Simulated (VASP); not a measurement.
Here is a VASP 6.6.1 calculation.

POSCAR

```
NaH
1.0
    3.3191587729      0.0000000000      0.0000000000
   -1.6595793864      2.8744758166      0.0000000000
    0.0000000000      0.0000000000      5.8309537818
Na H
2 2
Direct
    0.0000000000      0.0000000000      0.0000000000
    0.0000000000      0.0000000000      0.5000000000
    0.3333333333      0.6666666667      0.2500000000
    0.6666666667      0.3333333333      0.7500000000
```

Contents of INCAR.step1:

```
PREC     = Accurate       # precision mode
ENCUT    = 520            # plane-wave cutoff, eV
ISMEAR   = 0              # smearing method
SIGMA    = 0.01           # smearing width, eV
LREAL    = False          # projectors in reciprocal space
LASPH    = True           # aspherical terms in the spheres
NELM     = 100            # most SCF steps
NBANDS   = 16             # bands
GGA      = PE             # functional
ALGO     = Normal         # electronic algorithm
EDIFF    = 1E-4           # SCF threshold, eV
LWAVE    = True           # write WAVECAR
LCHARG   = False          # write CHGCAR
```

Contents of INCAR.step2:

```
PREC     = Accurate       # precision mode
ENCUT    = 520            # plane-wave cutoff, eV
EDIFF    = 1E-6           # SCF threshold, eV
ISMEAR   = 0              # smearing method
SIGMA    = 0.01           # smearing width, eV
LREAL    = False          # projectors in reciprocal space
LASPH    = True           # aspherical terms in the spheres
NELM     = 100            # most SCF steps
ALGO     = Normal         # electronic algorithm
ISIF     = 2              # what is computed and relaxed
LWAVE    = False          # write WAVECAR
LCHARG   = False          # write CHGCAR
METAGGA  = R2SCAN         # meta-GGA
LMIXTAU  = True         
NBANDS   = 16             # bands
ISTART   = 1
```

The input KPOINTS:

```
Automatic mesh
0
Gamma
  6 6 4
```

Potentials or basis: VASP PAW PBE potentials, release 64 (Na_pv, H).

Launch:

```console
$ cat potpaw_PBE.64/Na_pv/POTCAR potpaw_PBE.64/H/POTCAR > POTCAR
$ cp INCAR.step1 INCAR
$ mpirun -np 1 vasp_std > vasp.out
$ cp INCAR.step2 INCAR
$ mpirun -np 1 vasp_std > vasp.out
```

(1) Estimate the band gap on the k mesh.

(2) Predict the pressure.

Answers

(1) 4.06 eV, indirect (least direct gap 5.07 eV).

(2) -0.2 GPa.

Caveat: the PAW data sets were made with another functional, which shifts forces and pressure a little.
